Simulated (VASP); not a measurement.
# TaSi2 in VASP: notebook, part 2 of 2

VASP 6.6.1.

### Step 4. Single point, PBE

The input, INCAR:

```
SYSTEM = TaSi2
PREC = Accurate
ENCUT = 520
EDIFF = 1E-6
ISMEAR = -1
SIGMA = 0.2775
LREAL = Auto
LASPH = .TRUE.
NELM = 60
ALGO = Normal
ISIF = 2
LWAVE = .FALSE.
LCHARG = .TRUE.
GGA = PE
LELF = .TRUE.
LVHAR = .TRUE.
ISYM = 0
NBANDS = 94
```

The input, KPOINTS:

```
Automatic mesh
0
Gamma
  1 1 1
  0.25 0.25 0.25
```

The input, POSCAR:

```
TaSi2
1.0
    7.2389490000     -0.0789630000     -0.1139910000
   -0.0789630000      7.5148510000      0.0255970000
   -0.1139910000      0.0255970000      7.3977730000
Si Ta
16 8
Direct
    0.4227576090      0.5775795782      0.7536327836
    0.5703858827      0.8248317180      0.3910583144
    0.5744747897      0.7886251313      0.9983551156
    0.1006097626      0.1402588198      0.5539444644
    0.6543642002      0.3027278489      0.7776646708
    0.8461621362     -0.1156469918      0.2074232454
    0.1408462583     -0.0053601532      0.0963157980
    0.3489138418      0.3628952476      0.1437500188
    0.2161324421      0.6521932059      0.4567605634
    0.6138828131      0.4879346330      0.0871963026
    0.4072127049      0.1068979076      0.4809504587
    0.1472090006      0.7474544866      0.7876691957
    0.1825461971      0.3517262003      0.8327697387
    0.5448602105      0.9284927936      0.7029651397
    0.0090823751      0.3296163931      0.1209161349
    0.8353063423      0.5740237436      0.2671559562
    0.7923508370      0.1445443770      0.3555863314
    0.8695981300      0.8095378419      0.5944765567
    0.5977085436      0.4636335335      0.4671225742
   -0.0350495742      0.4653205877      0.5637182775
    0.5122322830      0.1095738066      1.0334245332
    0.8493077416      0.5792023672      0.8891041393
    0.8393485499      0.0368895596      0.8893985958
    0.3090694804      0.7039257528      0.1367311151
```

Potentials or basis: VASP PAW PBE potentials, release 64 (Si, Ta_pv).

Launch:

```console
> cat potpaw_PBE.64/Si/POTCAR potpaw_PBE.64/Ta_pv/POTCAR > POTCAR
> mpirun -np 1 vasp_std > vasp.out
```

OUTCAR:

```text
SYSTEM = TaSi2
   PREC = Accurate
   ENCUT = 520
   EDIFF = 1E-6
   ISMEAR = -1
   LREAL = Auto
   LASPH = .TRUE.
   NELM = 60
   ISIF = 2
   GGA = PE
   ISYM = 0

 ion  position               nearest neighbor table
   1  0.423  0.578  0.754-  12 2.41  13 2.48   3 2.62  19 2.66   9 2.68   5 2.69  14 2.79  10 2.87
                            24 3.14  22 3.22
   2  0.570  0.825  0.391-  14 2.45   6 2.48  11 2.55  18 2.60  24 2.77  19 2.78  17 2.88  16 2.89
                             9 2.90   3 2.92
   3  0.574  0.789  0.998-  24 2.28  10 2.37  14 2.42  21 2.48   6 2.56   1 2.62  22 2.71  23 2.78
                             2 2.92
   4  0.101  0.140  0.554-  11 2.32  17 2.63  20 2.65  13 2.66  18 2.98  23 3.25
   5  0.654  0.303  0.778-  23 2.55  21 2.60  22 2.61  19 2.61   1 2.69  10 2.72  14 2.96  20 3.02
                            11 3.14
   6  0.846  0.884  0.207-  17 2.29  16 2.37   7 2.44   2 2.48   3 2.56  23 2.61  18 2.91  21 3.21
                            22 3.30
   7  0.141  0.995  0.096-   6 2.44  24 2.54  23 2.65  15 2.72  21 2.86  12 2.96   8 3.14
   8  0.349  0.363  0.144-  10 2.17  21 2.42  15 2.47  13 2.56  24 2.59  19 3.04   7 3.14
   9  0.216  0.652  0.457-  20 2.42  24 2.51  12 2.62   1 2.68   2 2.90  18 3.01  16 3.10  19 3.13
[... 206 lines left out ...]
      2     -27.1073      2.00000
      3     -27.0839      2.00000
      4     -27.0643      2.00000
      5     -27.0236      2.00000
      6     -26.9646      2.00000
[... 80 lines left out ...]
     87       9.0545      0.01012
     88       9.1561      0.00703
 [bands above 88 left out]

------------------------ aborting loop because EDIFF is reached ----------------------------------------

  FORCE on cell =-STRESS in cart. coord.  units (eV):
  Direction    XX          YY          ZZ          XY          YZ          ZX
  --------------------------------------------------------------------------------------
  -------------------------------------------------------------------------------------
  Total       24.5607525     15.6844177     12.8679148     -1.7498477     -3.9011455     -5.9930874
  in kB       97.8171860     62.4657410     51.2485609     -6.9690526    -15.5369457    -23.8684438
  external PRESSURE =      70.5104960 kB  Pullay stress =       0.0000000 kB

 VOLUME and BASIS-vectors are now :
 -----------------------------------------------------------------------------
  energy-cutoff  :      520.00
  volume of cell :      402.29
      direct lattice vectors                 reciprocal lattice vectors
     7.238949000 -0.078963000 -0.113991000     0.138190813  0.001444817  0.002124359
    -0.078963000  7.514851000  0.025597000     0.001444817  0.133086512 -0.000438229
    -0.113991000  0.025597000  7.397773000     0.002124359 -0.000438229  0.135210066

 POSITION                                       TOTAL-FORCE (eV/Angst)
 -----------------------------------------------------------------------------------
      2.92881      4.32633      5.54180         0.207969      0.426461     -0.488126
      4.01929      6.16346      2.84906        -0.957782      0.047069     -0.741124
      3.98252      5.90659      7.34031         2.955697      0.140853     -2.069926
      0.65409      1.06026      4.09008        -0.880056     -0.795416      0.266641
      4.62436      2.24319      5.68614        -0.134461      0.364294     -0.659432
      6.03185      6.58428      1.46065         1.280705     -2.607394     -1.644992
[... 16 lines left out ...]
      5.97171      0.23371      6.48483         2.522300     -0.250195     -0.336894
      2.16617      5.26899      0.99429        -1.964531     -0.805606      0.828406
 -----------------------------------------------------------------------------------
    total drift:                                0.005026     -0.011955     -0.005999

  FREE ENERGIE OF THE ION-ELECTRON SYSTEM (eV)
  ---------------------------------------------------
  free  energy   TOTEN  =      -173.8047443271 eV

  energy  without entropy=     -170.3092168407  energy(sigma->0) =     -172.05698058
```

OSZICAR:

```text
N       E                     dE             d eps       ncg     rms          rms(c)
DAV:   1     0.107040904886E+04    0.10704E+04   -0.74396E+04   188   0.151E+03
DAV:   2    -0.112137095487E+03   -0.11825E+04   -0.11439E+04   210   0.375E+02
DAV:   3    -0.179599128050E+03   -0.67462E+02   -0.64854E+02   240   0.750E+01
DAV:   4    -0.181992136364E+03   -0.23930E+01   -0.23181E+01   224   0.123E+01
DAV:   5    -0.182088204632E+03   -0.96068E-01   -0.95173E-01   224   0.230E+00    0.444E+01
DAV:   6    -0.175016485559E+03    0.70717E+01   -0.32717E+01   224   0.182E+01    0.209E+01
DAV:   7    -0.174868096301E+03    0.14839E+00   -0.14130E+01   240   0.118E+01    0.998E+00
DAV:   8    -0.173874979255E+03    0.99312E+00   -0.59509E+00   240   0.806E+00    0.383E+00
DAV:   9    -0.173818061191E+03    0.56918E-01   -0.80757E-01   232   0.316E+00    0.141E+00
DAV:  10    -0.173808576033E+03    0.94852E-02   -0.11859E-01   232   0.159E+00    0.832E-01
DAV:  11    -0.173805073700E+03    0.35023E-02   -0.30069E-02   232   0.766E-01    0.446E-01
DAV:  12    -0.173804962420E+03    0.11128E-03   -0.80520E-03   232   0.419E-01    0.230E-01
DAV:  13    -0.173804772757E+03    0.18966E-03   -0.23633E-03   224   0.239E-01    0.120E-01
DAV:  14    -0.173804745234E+03    0.27524E-04   -0.42668E-04   224   0.921E-02    0.484E-02
DAV:  15    -0.173804746213E+03   -0.97938E-06   -0.70499E-05   232   0.369E-02    0.194E-02
DAV:  16    -0.173804744826E+03    0.13874E-05   -0.17524E-05   232   0.203E-02    0.915E-03
DAV:  17    -0.173804744327E+03    0.49861E-06   -0.52861E-06   192   0.905E-03
   1 F= -.17380474E+03 E0= -.17205698E+03  d E =-.349553E+01
```

Wall time 95 s (1 thread of Intel Xeon Platinum 8488C (Sapphire Rapids), shared host); peak memory 0.38 GiB.

What came out:

| Item | Value |
| --- | --- |
| Free energy | -173.8047 eV |
| Pressure | 7.1 GPa |
| Largest force | 3.751 eV/Å |
| Band gap on the k mesh | 0.07 eV |

Forces on the atoms (eV/Å):
```
Si   0.208  0.426 -0.488
Si  -0.958  0.047 -0.741
Si   2.956  0.141 -2.070
Si  -0.880 -0.795  0.267
Si  -0.134  0.364 -0.659
Si   1.281 -2.607 -1.645
Si   0.370  0.626 -0.225
Si  -2.970 -0.259  1.635
Si   0.827  0.159  0.191
Si  -2.052 -1.711 -0.207
Si   0.783  1.222 -0.733
Si   0.479  0.623  1.157
Si  -0.116 -0.219 -0.049
Si   0.007  0.248  0.593
Si  -0.234  0.115  0.298
Si   3.440  1.090  0.347
Ta  -1.553  3.090  1.453
Ta  -0.428  2.331 -2.210
Ta  -2.034 -0.300 -0.105
Ta  -0.498 -3.346  0.877
Ta  -0.723 -0.653  0.995
Ta   1.675  0.465  0.830
Ta   2.522 -0.250 -0.337
Ta  -1.965 -0.806  0.828
```

Levels at points of the mesh, in eV from the valence-band top:
| k point | band 72 | band 73 | band 74 | band 75 | band 76 | band 77 | band 78 | band 79 | band 80 | band 81 |
| --- | --- | --- | --- | --- | --- | --- | --- | --- | --- | --- |
| (0.25, 0.25, 0.25) | -0.70 | -0.52 | -0.33 | -0.18 | 0.00 | 0.07 | 0.19 | 0.34 | 0.56 | 0.70 |

Caveat: the k points lie up to 0.87 Å⁻¹ apart; spin-orbit coupling is left out, which moves the levels of the heavy elements.

### Step 5. Single point, PBE

The input, INCAR:

```
PREC = Accurate
ENCUT = 520
EDIFF = 1E-6
ISMEAR = -1
SIGMA = 0.1999
LREAL = Auto
LASPH = T
NELM = 80
ALGO = Normal
ISIF = 2
LWAVE = F
LCHARG = F
GGA = PE
ISYM = 0
NBANDS = 94
```

KPOINTS is that of step 4.

The input, POSCAR:

```
TaSi2
1.0
    7.2389490000     -0.0789630000     -0.1139910000
   -0.0789630000      7.5148510000      0.0255970000
   -0.1139910000      0.0255970000      7.3977730000
Si Ta
16 8
Direct
    0.4264635778      0.7397278160      0.7305748901
    0.5254612982      0.8047148484      0.3971878527
    0.5931212269      0.7698712070      1.0004383871
    0.1343264095      0.0880375607      0.5258688668
    0.6892079771      0.3003420305      0.8703098421
    0.8289262349      0.8608505986      0.2646997870
    0.1313635544      0.9820578909      0.1378339842
    0.2754386895      0.2631447528      0.2805741424
    0.1723877251      0.6340316361      0.5081445918
    0.4913789688      0.4517873582      0.0962252260
    0.5401632693      0.1156049403      0.3473067654
    0.1520257540      0.8334715018      0.8489378084
    0.3191315212      0.3601857971      0.7080511183
    0.4739922626      1.0980280448      0.6586592517
    0.1300933623      0.3388178431     -0.0220355839
    0.8110189514      0.5276740329      0.3235439894
    0.8921929261      0.1840259821      0.2897759165
    0.8436068681      0.8000184386      0.5946542991
    0.5561106455      0.4327573921      0.4851679441
    0.9269617916      0.3748105770      0.6095653753
    0.4523205405      0.0930363999      0.0156230825
    0.8607440670      0.6188818230      0.9292982576
    0.8335090603     -0.0011016011      0.9069712911
    0.2852154344      0.6563063053      0.1631976975
```

Launch:

```console
> cat potpaw_PBE.64/Si/POTCAR potpaw_PBE.64/Ta_pv/POTCAR > POTCAR
> mpirun -np 1 vasp_std > vasp.out
```

Run time: 1.7 min. Hardware: 1 thread of Intel Xeon Platinum 8488C (Sapphire Rapids), shared host; peak memory 0.38 GiB.

Results (log left out):

```yaml
Free_energy: -174.7341 eV
Pressure: 1.9 GPa
Largest_force: 5.146 eV/Å
Band_gap_on_the_k_mesh: 0.07 eV
```

Forces in eV/Å, atoms in the order of the input:
```
Si   0.452 -0.822 -0.985
Si  -0.820 -1.072  0.170
Si  -2.591  0.742  1.799
Si  -0.167 -0.401  1.326
Si   0.535  1.673 -0.392
Si   0.536 -1.165 -1.689
Si   0.033 -0.315 -0.378
Si  -1.097  1.245 -0.358
Si  -0.703  0.088 -0.458
Si   4.114 -2.937 -0.963
Si   1.093  0.334  0.864
Si  -1.280  0.230  0.057
Si  -2.238  0.523  0.777
Si   0.477 -1.212 -0.413
Si  -0.566  0.335  0.365
Si   2.557  1.286 -2.594
Ta  -0.050  1.597 -1.310
Ta   0.488 -0.324 -0.465
Ta  -1.508 -0.077  0.653
Ta   0.616 -0.219  2.264
Ta  -0.702 -1.055 -0.684
Ta   3.245 -1.877  1.224
Ta   0.979  0.951  0.137
Ta  -3.401  2.469  1.056
```

Stress tensor (GPa, compression positive):
```
 4.73 -3.45 -5.52
-3.45 -0.36 -0.34
-5.52 -0.34  1.26
```

Levels at points of the mesh, in eV from the valence-band top:
| k point | band 73 | band 74 | band 75 | band 76 | band 77 | band 78 | band 79 | band 80 |
| --- | --- | --- | --- | --- | --- | --- | --- | --- |
| (0.25, 0.25, 0.25) | -0.54 | -0.42 | -0.29 | 0.00 | 0.07 | 0.17 | 0.38 | 0.58 |

Caveat: the k points lie up to 0.87 Å⁻¹ apart; spin-orbit coupling is left out, which moves the levels of the heavy elements.
